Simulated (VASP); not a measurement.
# CaO (Lime) (Fm-3m) in VASP: notebook

The runs below take CaO (Lime) through single point, relaxation of cell and atoms, with PBEsol, RPBE.

All numbers are computed with VASP 6.6.1; they aren't measurements. Logs are shortened: lines on timing, memory, paths and dates and some standing lists are left out, and cuts for length are marked.

### 1 The cell of the first run

Symmetry: Fm-3m, No. 225, cubic system. The conventional cell has a = 4.768 Å, b = 4.768 Å, c = 4.768 Å, α = 90.00°, β = 90.00°, γ = 90.00°. Within 3.1 Å of Ca (site symmetry m-3m) lie 6 O at 2.38 Å. O (site symmetry m-3m) has 6 Ca at 2.38 Å within 3.1 Å.

### 2 Single point, PBEsol

INCAR reads:

```
ALGO = Normal
EDIFF = 1E-7
ENCUT = 520
GGA = PS
ISIF = 2
ISMEAR = -1
LASPH = T
LCHARG = F
LREAL = F
LWAVE = F
NBANDS = 15
NELM = 80
PREC = Accurate
SIGMA = 0.01
```

KPOINTS reads:

```
k-points
0
Gamma
  6 6 6
```

POSCAR reads:

```
CaO
1.0
    0.0000000000      2.3839251620      2.3839251620
    2.3839251620      0.0000000000      2.3839251620
    2.3839251620      2.3839251620      0.0000000000
Ca O
1 1
Direct
    0.0000000000      0.0000000000      0.0000000000
    0.5000000000      0.5000000000      0.5000000000
```

Potentials or basis: VASP PAW PBE potentials, release 64 (Ca_sv, O).

On the command line:

```bash
> cat potpaw_PBE.64/Ca_sv/POTCAR potpaw_PBE.64/O/POTCAR > POTCAR
> mpirun -np 1 vasp_std > vasp.out
```

OUTCAR:

```text
EDIFF = 1E-7
   ENCUT = 520
   GGA = PS
   ISIF = 2
   ISMEAR = -1
   LASPH = T
   LREAL = F
   NELM = 80
   PREC = Accurate

 ion  position               nearest neighbor table
   1  0.000  0.000  0.000-   2 2.38   2 2.38   2 2.38   2 2.38   2 2.38   2 2.38
   2  0.500  0.500  0.500-   1 2.38   1 2.38   1 2.38   1 2.38   1 2.38   1 2.38

  LATTYP: Found a face centered cubic cell.
 ALAT       =     4.7678503240

  Lattice vectors:

 A1 = (   0.0000000000,   2.3839251620,   2.3839251620)
 A2 = (   2.3839251620,   0.0000000000,   2.3839251620)
 A3 = (   2.3839251620,   2.3839251620,   0.0000000000)

Analysis of symmetry for initial positions (statically):
=====================================================================
 Subroutine PRICEL returns:
 Original cell was already a primitive cell.

 Routine SETGRP: Setting up the symmetry group for a
 face centered cubic supercell.

 Subroutine GETGRP returns: Found 48 space group operations
 (whereof 48 operations were pure point group operations)
 out of a pool of 48 trial point group operations.

The static configuration has the point symmetry O_h .

Analysis of symmetry for dynamics (positions and initial velocities):
=====================================================================
 Subroutine PRICEL returns:
 Original cell was already a primitive cell.

 Routine SETGRP: Setting up the symmetry group for a
 face centered cubic supercell.

 Subroutine GETGRP returns: Found 48 space group operations
 (whereof 48 operations were pure point group operations)
 out of a pool of 48 trial point group operations.

The dynamic configuration has the point symmetry O_h .

 Subroutine INISYM returns: Found 48 space group operations
 (whereof 48 operations are pure point group operations),
 and found     1 'primitive' translations

----------------------------------------------------------------------------------------

                                     Primitive cell

  volume of cell :      27.0962

  direct lattice vectors                    reciprocal lattice vectors
     0.000000000  2.383925162  2.383925162    -0.209738128  0.209738128  0.209738128
     2.383925162  0.000000000  2.383925162     0.209738128 -0.209738128  0.209738128
     2.383925162  2.383925162  0.000000000     0.209738128  0.209738128 -0.209738128

  length of vectors
     3.371379296  3.371379296  3.371379296     0.363277093  0.363277093  0.363277093

  position of ions in fractional coordinates (direct lattice)
     0.000000000  0.000000000  0.000000000
     0.500000000  0.500000000  0.500000000

  ion indices of the primitive-cell ions
   primitive index   ion index
                 1           1
                 2           2

----------------------------------------------------------------------------------------

 KPOINTS: k-points

Automatic generation of k-mesh.
 Grid dimensions read from file:
 generate k-points for:    6    6    6

 Generating k-lattice:

  Cartesian coordinates                     Fractional coordinates (reciprocal lattice)
    -0.034956355  0.034956355  0.034956355     0.166666667  0.000000000  0.000000000
     0.034956355 -0.034956355  0.034956355     0.000000000  0.166666667  0.000000000
     0.034956355  0.034956355 -0.034956355     0.000000000  0.000000000  0.166666667

  Length of vectors
     0.060546182  0.060546182  0.060546182

  Shift w.r.t. Gamma in fractional coordinates (k-lattice)
     0.000000000  0.000000000  0.000000000

 Subroutine IBZKPT returns following result:
 ===========================================

 Found     16 irreducible k-points:

 Following reciprocal coordinates:
            Coordinates               Weight
  0.000000  0.000000  0.000000      1.000000
  0.166667  0.000000  0.000000      8.000000
  0.333333  0.000000  0.000000      8.000000
  0.500000  0.000000  0.000000      4.000000
  0.166667  0.166667  0.000000      6.000000
  0.333333  0.166667  0.000000     24.000000
[... 8 lines left out ...]
 -0.333333  0.333333  0.166667     24.000000
 -0.333333  0.500000  0.166667     12.000000
   k-points           NKPTS =     16   k-points in BZ     NKDIM =     16   number of bands    NBANDS=     15
   number of dos      NEDOS =    301   number of ions     NIONS =      2
   total plane-waves  NPLWV =  21952
   dimension x,y,z NGX =    28 NGY =   28 NGZ =   28
   dimension x,y,z NGXF=    56 NGYF=   56 NGZF=   56
   ions per type =               1   1
   NGX,Y,Z   is equivalent  to a cutoff of  13.81, 13.81, 13.81 a.u.
   NGXF,Y,Z  is equivalent  to a cutoff of  27.61, 27.61, 27.61 a.u.
 SYSTEM =  unknown system
   PREC   = accura    normal or accurate (medium, high low for compatibility)
   ISTART =      0    job   : 0-new  1-cont  2-samecut
   ICHARG =      2    charge: 1-file 2-atom 10-const
   ISPIN  =      1    spin polarized calculation?
   LNONCOLLINEAR =      F non collinear calculations
   LSORBIT =      F    spin-orbit coupling
   LASPH  =      T    aspherical Exc in radial PAW
   ENCUT  =  520.0 eV  38.22 Ry    6.18 a.u.   6.27  6.27  6.27*2*pi/ulx,y,z
   NELM   =     80;   NELMIN=  2; NELMDL= -5     # of ELM steps
   EDIFF  = 0.1E-06   stopping-criterion for ELM
   LREAL  =      F    real-space projection
   EDIFFG = 0.1E-05   stopping-criterion for IOM
   NSW    =      0    number of steps for IOM
   IBRION =     -1    ionic relax: 0-MD 1-quasi-New 2-CG
   NFREE  =      0    steps in history (QN), initial steepest desc. (CG)
   ISIF   =      2    stress and relaxation
   ISYM   =      2    0-nonsym 1-usesym 2-fastsym
   POTIM  = 0.5000    time-step for ionic-motion
   TEBEG  =    0.0;   TEEND  =   0.0 temperature during run
   PSTRESS=    0.0 pullay stress
   NELECT =      16.0000    total number of electrons
   NUPDOWN=      -1.0000    fix difference up-down
   EMIN   =  10.00;   EMAX   =-10.00  energy-range for DOS
   EFERMI =   0.00;   METHOD = LEGACY
   ISMEAR =    -1;   SIGMA  =   0.01  broadening in eV -4-tet -1-fermi 0-gaus
   EFERMI_NEDOS =   21; number of points for ismear=-14 and -15
   IALGO  =     38    algorithm
   IMIX   =      4    mixing-type and parameters
     AMIX     =   0.40;   BMIX     =  1.00
     AMIX_MAG =   1.60;   BMIX_MAG =  1.00
  volume/ion in A,a.u.               =      13.55        91.43
  Fermi-wavevector in a.u.,A,eV,Ry     =   1.373448  2.595440 25.665476  1.886359
  Thomas-Fermi vector in A             =   2.498964
   LORBIT       =      0    0 simple, 1 ext, 2 COOP (PROOUT), +10 PAW based schemes
   GGA     = PS    functional components
   LHFCALC =     F    Hartree Fock is set to
   AEXX    =    0.0000 exact exchange contribution
   IVDW    =     0    specifies the selected vdW correction
   LEPSILON=     F    determine dielectric tensor
   LRPA    =     F    only Hartree local field effects (RPA)
 non-spin polarized calculation
  energy-cutoff  :      520.00
  volume of cell :       27.10
 maximum number of plane-waves:       745
 NGX is ok and might be reduce to    28
   NGX = 13   NGY = 13   NGZ = 13

 number of electron      15.9999997 magnetization

 Free energy of the ion-electron system (eV)
  ---------------------------------------------------
  ext. energy  EPLUGINS =         0.00000000
  ---------------------------------------------------
  free energy    TOTEN  =       -13.41072756 eV

  energy without entropy =      -13.41072756  energy(sigma->0) =      -13.41072756

 E-fermi :   2.6122     XC(G=0): -10.8566

 val. band max:        2.3332810859   @ k =   0.0000   0.0000   0.0000
 cond. band min:       5.8553167880   @ k =   0.5000   0.5000   0.0000
 fundamental gap:      3.5220357021
 Fermi energy:         2.6122109000

 k-point     1 :       0.0000    0.0000    0.0000
  band No.  band energies     occupation
      1     -34.9564      2.00000
      2     -15.7787      2.00000
      3     -15.7787      2.00000
      4     -15.7787      2.00000
      5     -13.1582      2.00000
      6       2.3333      2.00000
      7       2.3333      2.00000
      8       2.3333      2.00000
      9       7.0935      0.00000
     10       8.5821      0.00000
     11       8.5821      0.00000
     12       8.5821      0.00000
     13      10.1620      0.00000
     14      10.1620      0.00000
     15      17.3109      0.00000

 k-point     2 :       0.1667    0.0000    0.0000
  band No.  band energies     occupation
      1     -34.9269      2.00000
      2     -16.1861      2.00000
      3     -15.7936      2.00000
      4     -15.7936      2.00000
      5     -12.7344      2.00000
      6       1.4371      2.00000
      7       1.9616      2.00000
      8       1.9616      2.00000
      9       8.2107      0.00000
     10       8.5627      0.00000
     11       9.0641      0.00000
     12       9.0641      0.00000
     13      10.8231      0.00000
     14      10.8231      0.00000
     15      18.2789      0.00000

 k-point     3 :       0.3333    0.0000    0.0000
  band No.  band energies     occupation
      1     -34.8672      2.00000
      2     -16.7969      2.00000
      3     -15.8231      2.00000
      4     -15.8231      2.00000
      5     -12.0865      2.00000
      6       0.1260      2.00000
      7       1.3361      2.00000
      8       1.3361      2.00000
      9       8.8975      0.00000
     10      10.1511      0.00000
     11      10.1772      0.00000
     12      10.1772      0.00000
     13      12.1837      0.00000
     14      12.1837      0.00000
     15      17.7633      0.00000
[... 199 lines left out ...]
 k-point    15 :      -0.3333    0.3333    0.1667
  band No.  band energies     occupation
      1     -34.8098      2.00000
      2     -16.6239      2.00000
      3     -16.1488      2.00000
      4     -15.9977      2.00000
      5     -12.2920      2.00000
      6       0.5465      2.00000
      7       1.2103      2.00000
      8       1.2857      2.00000
      9       8.8918      0.00000
     10       8.9065      0.00000
     11      11.1972      0.00000
     12      11.6223      0.00000
     13      12.6619      0.00000
     14      15.4131      0.00000
     15      16.2640      0.00000

 k-point    16 :      -0.3333    0.5000    0.1667
  band No.  band energies     occupation
      1     -34.8010      2.00000
      2     -16.3530      2.00000
      3     -16.2213      2.00000
      4     -16.1421      2.00000
      5     -12.5679      2.00000
      6       1.1068      2.00000
      7       1.2144      2.00000
      8       1.5065      2.00000
      9       7.3133      0.00000
     10      10.0845      0.00000
     11      10.8560      0.00000
     12      12.0967      0.00000
     13      12.2488      0.00000
     14      15.4259      0.00000
     15      16.1793      0.00000

------------------------ aborting loop because EDIFF is reached ----------------------------------------

  FORCE on cell =-STRESS in cart. coord.  units (eV):
  Direction    XX          YY          ZZ          XY          YZ          ZX
  --------------------------------------------------------------------------------------
  -------------------------------------------------------------------------------------
  Total        0.1023279      0.1023279      0.1023279      0.0000000      0.0000000      0.0000000
  in kB        6.0505766      6.0505766      6.0505766      0.0000000      0.0000000      0.0000000
  external PRESSURE =       6.0505766 kB  Pullay stress =       0.0000000 kB

 VOLUME and BASIS-vectors are now :
 -----------------------------------------------------------------------------
  energy-cutoff  :      520.00
  volume of cell :       27.10
      direct lattice vectors                 reciprocal lattice vectors
     0.000000000  2.383925162  2.383925162    -0.209738128  0.209738128  0.209738128
     2.383925162  0.000000000  2.383925162     0.209738128 -0.209738128  0.209738128
     2.383925162  2.383925162  0.000000000     0.209738128  0.209738128 -0.209738128

 POSITION                                       TOTAL-FORCE (eV/Angst)
 -----------------------------------------------------------------------------------
      0.00000      0.00000      0.00000         0.000000     -0.000000     -0.000000
      2.38393      2.38393      2.38393        -0.000000      0.000000      0.000000
 -----------------------------------------------------------------------------------
    total drift:                                0.000000      0.000000      0.000000

  FREE ENERGIE OF THE ION-ELECTRON SYSTEM (eV)
  ---------------------------------------------------
  free  energy   TOTEN  =       -13.4107275629 eV

  energy  without entropy=      -13.4107275629  energy(sigma->0) =      -13.41072756
```

Wall time 9.9 s (1 thread of Intel Xeon 6975P-C, shared host); peak memory 0.16 GiB.

What came out:

```
Free energy            : -13.4107 eV
Pressure               : 0.6 GPa
Band gap on the k mesh : 3.52 eV, indirect (least direct gap 3.89 eV)
```

Levels at points of the mesh, in eV from the valence-band top:
| k point | band 6 | band 7 | band 8 | band 9 | band 10 | band 11 |
| --- | --- | --- | --- | --- | --- | --- |
| (0.00, 0.00, 0.00) | 0.00 | 0.00 | 0.00 | 4.76 | 6.25 | 6.25 |
| (0.50, 0.00, 0.00) | -2.75 | -1.27 | -1.27 | 7.13 | 8.51 | 8.51 |
| (0.50, 0.50, 0.00) | -1.31 | -0.37 | -0.37 | 3.52 | 8.22 | 9.06 |

Caveat: the PAW data sets were made with another functional, which shifts forces and pressure a little. A k mesh can miss the band edges.

### 3 Single point, RPBE

This run uses another cell than the first one, of 14.61 Å³/atom, 1.079 times its volume.

INCAR reads:

```
ALGO = Normal
EDIFF = 1E-6
ENCUT = 520
GGA = RP
ISIF = 2
ISMEAR = -1
LASPH = T
LCHARG = T
LELF = T
LREAL = F
LVHAR = T
LWAVE = F
NBANDS = 15
NELM = 100
PREC = Accurate
SIGMA = 0.01
```

KPOINTS is that of step 2.

POSCAR reads:

```
CaO
1.0
    0.0000000000      2.4448020040      2.4448020040
    2.4448020040      0.0000000000      2.4448020040
    2.4448020040      2.4448020040      0.0000000000
Ca O
1 1
Direct
    0.0000000000      0.0000000000      0.0000000000
    0.5000000000      0.5000000000      0.5000000000
```

Potentials or basis: VASP PAW PBE potentials, release 64 (Ca_sv, O).

On the command line:

```bash
> cat potpaw_PBE.64/Ca_sv/POTCAR potpaw_PBE.64/O/POTCAR > POTCAR
> mpirun -np 1 vasp_std > vasp.out
```

Run time: 10 s. Hardware: 1 thread of Intel Xeon 6975P-C, shared host; peak memory 0.15 GiB.

Results (log left out):

```
Free energy            : -12.0972 eV
Pressure               : 0.5 GPa
Band gap on the k mesh : 3.75 eV, indirect (least direct gap 4.13 eV)
```

Levels at points of the mesh, in eV from the valence-band top:
```csv
k point,band 4,band 5,band 6,band 7,band 8,band 9,band 10,band 11,band 12,band 13
"(0.00, 0.00, 0.00)",-18.76,-15.53,0.00,0.00,0.00,4.46,6.15,6.15,6.15,7.52
"(0.50, 0.00, 0.00)",-18.80,-14.55,-2.48,-1.10,-1.10,6.87,8.10,8.10,8.27,9.98
"(0.50, 0.50, 0.00)",-18.94,-15.30,-1.30,-0.38,-0.38,3.75,7.70,8.59,9.18,9.18
```

Caveat: the PAW data sets were made with another functional, which shifts forces and pressure a little.

### 4 Relaxation of cell and atoms, RPBE

This run uses another cell than the first one, of 13.94 Å³/atom, 1.029 times its volume.

INCAR reads:

```
SYSTEM = CaO
  PREC = Accurate
  ENCUT = 600
  EDIFF = 1E-6
  ISMEAR = -1
  SIGMA = 0.01
  LREAL = .False.
  LASPH = .True.
  NELM = 100
  ALGO = Normal
  ISIF = 3
  LWAVE = .False.
  LCHARG = .False.
  GGA = RP
  IBRION = 2
  NSW = 80
  EDIFFG = -0.01
```

KPOINTS reads:

```
regular mesh
0
Gamma
  6 6 6
  0 0 0
```

POSCAR reads:

```
CaO
1.0
    0.0000000000      2.4065000000      2.4065000000
    2.4065000000      0.0000000000      2.4065000000
    2.4065000000      2.4065000000      0.0000000000
Ca O
1 1
Direct
    0.0000000000      0.0000000000      0.0000000000
    0.5000000000      0.5000000000      0.5000000000
```

On the command line:

```bash
> cat potpaw_PBE.64/Ca_sv/POTCAR potpaw_PBE.64/O/POTCAR > POTCAR
> mpirun -np 1 vasp_std > vasp.out
```

Wall time 24 s (1 thread of Intel Xeon 6975P-C, shared host); peak memory 0.17 GiB.

The run converged. Its results:

```yaml
Free_energy: -12.0982 eV
Relaxed_volume: 14.67 Å³/atom
Relaxed_cell: a = 3.462 Å, b = 3.462 Å, c = 3.462 Å, α = 60.00°, β = 60.00°, γ = 60.00°
Space_group_after_relaxing_to_0.05_Å: Fm-3m (No. 225)
Energy_gained_by_relaxing: 11.9 meV/atom
Ionic_steps: 3
Pressure_after_relaxing: 0.0 GPa
Band_gap_on_the_k_mesh: 3.75 eV, indirect (least direct gap 4.13 eV)
```

Step by step:
```tsv
step	energy change (eV)	largest force (eV/Å)	pressure (GPa)	volume (Å³)
1	0.0000	0.0000	5.43	27.87
2	-0.0216	0.0000	-1.48	29.82
3	-0.0238	0.0000	0.01	29.34
```

Final structure:
```
Ca O
1.0
     0.00000    2.44803    2.44803
     2.44803    0.00000    2.44803
     2.44803    2.44803    0.00000
Ca O
1 1
Direct
  0.00000 0.00000 0.00000
  0.50000 0.50000 0.50000
```

Levels at points of the mesh, in eV from the valence-band top:
```
           k point  band 4  band 5  band 6  band 7  band 8  band 9  band 10  band 11  band 12
(0.00, 0.00, 0.00)  -18.78  -15.52    0.00    0.00    0.00    4.43     6.15     6.15     6.15
(0.50, 0.00, 0.00)  -18.82  -14.56   -2.47   -1.09   -1.09    6.85     8.08     8.08     8.24
(0.50, 0.50, 0.00)  -18.96  -15.29   -1.30   -0.38   -0.38    3.75     7.67     8.57     9.15
```

Caveat: the PAW data sets were made with another functional, which shifts forces and pressure a little.

### 5 Relaxation of cell and atoms, PBEsol

This run uses another cell than the first one, of 13.94 Å³/atom, 1.029 times its volume.

INCAR, as its differences from that of step 4:

```diff
@@ -13,3 +13,3 @@
   LCHARG = .False.
-  GGA = RP
+  GGA = PS
   IBRION = 2
```

KPOINTS is that of step 4.

POSCAR is that of step 4.

On the command line:

```bash
> cat potpaw_PBE.64/Ca_sv/POTCAR potpaw_PBE.64/O/POTCAR > POTCAR
> mpirun -np 1 vasp_std > vasp.out
```

Wall time 22 s (1 thread of Intel Xeon 6975P-C, shared host); peak memory 0.16 GiB.

The run converged. Its results:

```yaml
Free_energy: -13.4145 eV
Relaxed_volume: 13.61 Å³/atom
Relaxed_cell: a = 3.376 Å, b = 3.376 Å, c = 3.376 Å, α = 60.00°, β = 60.00°, γ = 60.00°
Space_group_after_relaxing_to_0.05_Å: Fm-3m (No. 225)
Energy_gained_by_relaxing: 2.8 meV/atom
Ionic_steps: 3
Pressure_after_relaxing: 0.0 GPa
Band_gap_on_the_k_mesh: 3.53 eV, indirect (least direct gap 3.90 eV)
```

The path:
| step | energy change (eV) | largest force (eV/Å) | pressure (GPa) | volume (Å³) |
| --- | --- | --- | --- | --- |
| 1 | 0.0000 | 0.0000 | -2.61 | 27.87 |
| 2 | -0.0047 | 0.0000 | 1.07 | 26.97 |
| 3 | -0.0055 | 0.0000 | 0.00 | 27.21 |

Final structure:
```
Ca O
1.0
     0.00000    2.38734    2.38734
     2.38734    0.00000    2.38734
     2.38734    2.38734    0.00000
Ca O
1 1
Direct
  0.00000 0.00000 0.00000
  0.50000 0.50000 0.50000
```

Levels at points of the mesh, in eV from the valence-band top:
```
           k point  band 4  band 5  band 6  band 7  band 8  band 9  band 10  band 11  band 12
(0.00, 0.00, 0.00)  -18.13  -15.48    0.00    0.00    0.00    4.73     6.24     6.24     6.24
(0.50, 0.00, 0.00)  -18.19  -14.16   -2.74   -1.26   -1.26    7.11     8.48     8.48     8.48
(0.50, 0.50, 0.00)  -18.38  -15.24   -1.31   -0.37   -0.37    3.53     8.19     9.04     9.73
```

Caveat: the PAW data sets were made with another functional, which shifts forces and pressure a little. A k mesh can miss the band edges.

### 6 Overview

| task | level | cell | cutoff (eV) | gap on the mesh (eV) | pressure (GPa) | relaxed volume (Å³/atom) |
| --- | --- | --- | --- | --- | --- | --- |
| single point | PBEsol | a = 3.371 Å, angles 60.0°, 2 atoms | 520 | 3.52 | 0.6 | - |
| single point | RPBE | a = 3.457 Å, angles 60.0°, 2 atoms | 520 | 3.75 | 0.5 | - |
| relaxation of cell and atoms | RPBE | relaxed from a = 3.403 Å, angles 60.0°, 2 atoms | 600 | 3.75 | 0.0 | 14.67 |
| relaxation of cell and atoms | PBEsol | relaxed from a = 3.403 Å, angles 60.0°, 2 atoms | 600 | 3.53 | 0.0 | 13.61 |

Alike in all rows: potentials or basis VASP PAW PBE potentials, release 64 (Ca_sv, O); no spin polarisation; k mesh 6 × 6 × 6; smearing fermi-dirac 0.01 eV.

Caveats: the PAW data sets were made with another functional, which shifts forces and pressure a little.

Absolute energies hang on the potentials; compare differences alone.
